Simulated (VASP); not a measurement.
# CdS in VASP: notebook, part 2 of 2

VASP 6.6.1. The steps go on from the part before.

### 3 Single point, PBE

Input file INCAR:

```
PREC = Accurate
ENCUT = 500
EDIFF = 1E-6
ISMEAR = 0
SIGMA = 0.15
LREAL = False
LASPH = True
NELM = 120
ALGO = Normal
ISIF = 2
LWAVE = False
LCHARG = False
GGA = PE
NBANDS = 16
GGA_COMPAT = False
```

Input file KPOINTS:

```
Automatic mesh
0
Gamma
  4 4 4
```

Input file POSCAR:

```
CdS
1.0
    0.0000000000      2.7583268128      2.7583268128
    2.7583268128      0.0000000000      2.7583268128
    2.7583268128      2.7583268128      0.0000000000
Cd S
1 1
Direct
    0.5000000000      0.5000000000      0.5000000000
    0.0000000000      0.0000000000      0.0000000000
```

Potentials or basis: VASP PAW PBE potentials, release 64 (Cd, S).

Run with:

```sh
cat potpaw_PBE.64/Cd/POTCAR potpaw_PBE.64/S/POTCAR > POTCAR
mpirun -np 1 vasp_std > vasp.out
```

OUTCAR:

```text
PREC = Accurate
   ENCUT = 500
   EDIFF = 1E-6
   ISMEAR = 0
   LREAL = False
   LASPH = True
   NELM = 120
   ISIF = 2
   GGA = PE

 ion  position               nearest neighbor table
   1  0.500  0.500  0.500-   2 2.76   2 2.76   2 2.76   2 2.76   2 2.76   2 2.76
   2  0.000  0.000  0.000-   1 2.76   1 2.76   1 2.76   1 2.76   1 2.76   1 2.76

  LATTYP: Found a face centered cubic cell.
 ALAT       =     5.5166536256

  Lattice vectors:

 A1 = (   0.0000000000,   2.7583268128,   2.7583268128)
[... 319 lines left out ...]
------------------------ aborting loop because EDIFF is reached ----------------------------------------

  FORCE on cell =-STRESS in cart. coord.  units (eV):
  Direction    XX          YY          ZZ          XY          YZ          ZX
  --------------------------------------------------------------------------------------
  -------------------------------------------------------------------------------------
  Total       -0.0309383     -0.0309383     -0.0309383     -0.0000000      0.0000000      0.0000000
  in kB       -1.1809729     -1.1809729     -1.1809729     -0.0000000      0.0000000      0.0000000
  external PRESSURE =      -1.1809729 kB  Pullay stress =       0.0000000 kB

 VOLUME and BASIS-vectors are now :
 -----------------------------------------------------------------------------
  energy-cutoff  :      500.00
  volume of cell :       41.97
      direct lattice vectors                 reciprocal lattice vectors
     0.000000000  2.758326813  2.758326813    -0.181269311  0.181269311  0.181269311
     2.758326813  0.000000000  2.758326813     0.181269311 -0.181269311  0.181269311
     2.758326813  2.758326813  0.000000000     0.181269311  0.181269311 -0.181269311

 POSITION                                       TOTAL-FORCE (eV/Angst)
 -----------------------------------------------------------------------------------
      2.75833      2.75833      2.75833        -0.000000      0.000000     -0.000000
      0.00000      0.00000      0.00000         0.000000     -0.000000      0.000000
 -----------------------------------------------------------------------------------
    total drift:                                0.000000      0.000000      0.000000

  FREE ENERGIE OF THE ION-ELECTRON SYSTEM (eV)
  ---------------------------------------------------
  free  energy   TOTEN  =        -5.8020110381 eV

  energy  without entropy=       -5.7946427450  energy(sigma->0) =       -5.79832689
```

OSZICAR:

```text
N       E                     dE             d eps       ncg     rms          rms(c)
DAV:   1     0.985721255583E+02    0.98572E+02   -0.86684E+03   256   0.101E+03
DAV:   2    -0.309172459690E+01   -0.10166E+03   -0.95531E+02   312   0.248E+02
DAV:   3    -0.640988953980E+01   -0.33182E+01   -0.33143E+01   312   0.449E+01
DAV:   4    -0.642162338212E+01   -0.11734E-01   -0.11733E-01   320   0.284E+00
DAV:   5    -0.642171504316E+01   -0.91661E-04   -0.91661E-04   312   0.247E-01    0.703E+00
DAV:   6    -0.582992145242E+01    0.59179E+00   -0.88143E-01   320   0.114E+01    0.603E+00
DAV:   7    -0.580306443788E+01    0.26857E-01   -0.18121E-01   280   0.304E+00    0.313E+00
DAV:   8    -0.580267373760E+01    0.39070E-03   -0.22461E-02   280   0.184E+00    0.367E-01
DAV:   9    -0.580199741669E+01    0.67632E-03   -0.38281E-03   312   0.784E-01    0.817E-02
DAV:  10    -0.580198222435E+01    0.15192E-04   -0.49215E-04   296   0.221E-01    0.515E-02
DAV:  11    -0.580201680816E+01   -0.34584E-04   -0.64479E-05   296   0.638E-02    0.443E-02
DAV:  12    -0.580201242141E+01    0.43868E-05   -0.41676E-05   288   0.423E-02    0.130E-02
DAV:  13    -0.580201106789E+01    0.13535E-05   -0.52593E-06   296   0.178E-02    0.752E-03
DAV:  14    -0.580201103807E+01    0.29820E-07   -0.57218E-07   184   0.535E-03
   1 F= -.58020110E+01 E0= -.57983269E+01  d E =-.736829E-02
```

Run time: 13 s. Hardware: 1 thread of Intel Xeon 8259CL, shared host; peak memory 0.15 GiB.

What came out:

- Free energy: -5.8020 eV
- Pressure: -0.1 GPa
- Band gap on the k mesh: 0.23 eV, indirect (least direct gap 1.48 eV)

Levels at points of the mesh, in eV from the valence-band top:
| k point | band 7 | band 8 | band 9 | band 10 | band 11 | band 12 |
| --- | --- | --- | --- | --- | --- | --- |
| (0.00, 0.00, 0.00) | -0.68 | -0.68 | -0.68 | 0.80 | 9.22 | 9.22 |
| (0.50, 0.00, 0.00) | -4.74 | 0.00 | 0.00 | 3.53 | 5.91 | 5.91 |
| (0.50, 0.50, 0.00) | -4.07 | -2.03 | -2.03 | 0.23 | 6.07 | 9.70 |

Caveat: the k points lie up to 0.49 Å⁻¹ apart. A k mesh can miss the band edges.

### 4 Single point, PBE

This run uses another cell than the first one, of 20.75 Å³/atom, 0.988 times its volume.

Input file INCAR:

```
PREC     = Accurate       # precision mode
ENCUT    = 500            # plane-wave cutoff, eV
EDIFF    = 1E-6           # SCF threshold, eV
ISMEAR   = 0              # smearing method
SIGMA    = 0.15           # smearing width, eV
LREAL    = False          # projectors in reciprocal space
LASPH    = True           # aspherical terms in the spheres
NELM     = 120            # most SCF steps
ALGO     = Normal         # electronic algorithm
ISIF     = 2              # what is computed and relaxed
LWAVE    = False          # write WAVECAR
LCHARG   = True           # write CHGCAR
GGA      = PE             # functional
LELF     = True           # ELF
LVHAR    = True         
NBANDS   = 16             # bands
GGA_COMPAT= False
```

Input file KPOINTS:

```
Automatic mesh
0
Gamma
  5 5 5
```

Input file POSCAR:

```
CdS
1.0
   -1.9496433507      1.9496433507      2.7298881420
    1.9496433507     -1.9496433507      2.7298881420
    1.9496433507      1.9496433507     -2.7298881420
Cd S
1 1
Direct
    0.0000000000      0.0000000000      0.0000000000
    0.5000000000      0.5000000000      0.0000000000
```

Run with:

```sh
cat potpaw_PBE.64/Cd/POTCAR potpaw_PBE.64/S/POTCAR > POTCAR
mpirun -np 1 vasp_std > vasp.out
```

Wall time 24 s (1 thread of Intel Xeon 8259CL, shared host); peak memory 0.15 GiB.

The run converged. Its results:

```yaml
Free_energy: -5.8546 eV
Pressure: 0.5 GPa
Band_gap_on_the_k_mesh: 0.73 eV, indirect (least direct gap 1.54 eV)
```

Stress tensor (GPa, compression positive):
```
0.22 0.00 0.00
0.00 0.22 0.00
0.00 0.00 0.93
```

Levels at points of the mesh, in eV from the valence-band top:
```tsv
k point	band 5	band 6	band 7	band 8	band 9	band 10	band 11	band 12	band 13	band 14
(0.00, 0.00, 0.00)	-7.63	-7.62	-0.76	-0.71	-0.71	0.83	9.19	9.19	9.24	11.23
```

Caveat: the k points lie up to 0.46 Å⁻¹ apart. A k mesh can miss the band edges.

### 5 Single point, PBE

This run uses another cell than the first one, of 20.88 Å³/atom, 0.994 times its volume.

Input file INCAR:

```
SYSTEM = CdS
  ALGO = Normal
  EDIFF = 1E-6
  ENCUT = 500
  GGA = PE
  GGA_COMPAT = .False.
  ISIF = 2
  ISMEAR = 0
  LASPH = .True.
  LCHARG = .False.
  LREAL = .False.
  LWAVE = .False.
  NBANDS = 16
  NELM = 120
  PREC = Accurate
  SIGMA = 0.15
```

Input file KPOINTS:

```
k-points
0
Gamma
  5 5 5
  0 0 0
```

Input file POSCAR:

```
CdS
1.0
   -1.9516859388      1.9516859388      2.7410556028
    1.9516859388     -1.9516859388      2.7410556028
    1.9516859388      1.9516859388     -2.7410556028
Cd S
1 1
Direct
    0.5000000000      0.5000000000      0.0000000000
    0.0000000000      0.0000000000      0.0000000000
```

Run with:

```sh
cat potpaw_PBE.64/Cd/POTCAR potpaw_PBE.64/S/POTCAR > POTCAR
mpirun -np 1 vasp_std > vasp.out
```

Wall time 22 s (1 thread of Intel Xeon 8259CL, shared host); peak memory 0.16 GiB.

It converged, with:

```
Free energy            : -5.8553 eV
Pressure               : 0.0 GPa
Band gap on the k mesh : 0.73 eV, indirect (least direct gap 1.50 eV)
```

Stress tensor (GPa, compression positive):
```
-0.17  0.00  0.00
 0.00 -0.17  0.00
 0.00  0.00  0.31
```

Levels at points of the mesh, in eV from the valence-band top:
| k point | band 6 | band 7 | band 8 | band 9 | band 10 | band 11 | band 12 | band 13 |
| --- | --- | --- | --- | --- | --- | --- | --- | --- |
| (0.00, 0.00, 0.00) | -7.61 | -0.74 | -0.70 | -0.70 | 0.81 | 9.19 | 9.19 | 9.23 |

Caveat: the k points lie up to 0.46 Å⁻¹ apart. A k mesh can miss the band edges.

### 6 Summary

| cell | k mesh | gap on the mesh (eV) | pressure (GPa) |
| --- | --- | --- | --- |
| a = 3.902 Å, angles 60.0°, 2 atoms | 4 × 4 × 4 | 0.23 | -0.2 |
| a = 3.901 Å, angles 60.0°, 2 atoms | 4 × 4 × 4 | 0.23 | -0.1 |
| a = 3.880 Å, angles 119.7, 119.7, 90.6°, 2 atoms | 5 × 5 × 5 | 0.73 | 0.5 |
| a = 3.890 Å, angles 119.8, 119.8, 90.4°, 2 atoms | 5 × 5 × 5 | 0.73 | 0.0 |

Alike in all rows: task single point; level PBE; potentials or basis VASP PAW PBE potentials, release 64 (Cd, S); no spin polarisation; cutoff (eV) 500; smearing gaussian 0.15 eV.

Caveats: all runs use coarse meshes.

Absolute energies hang on the potentials; compare differences alone.
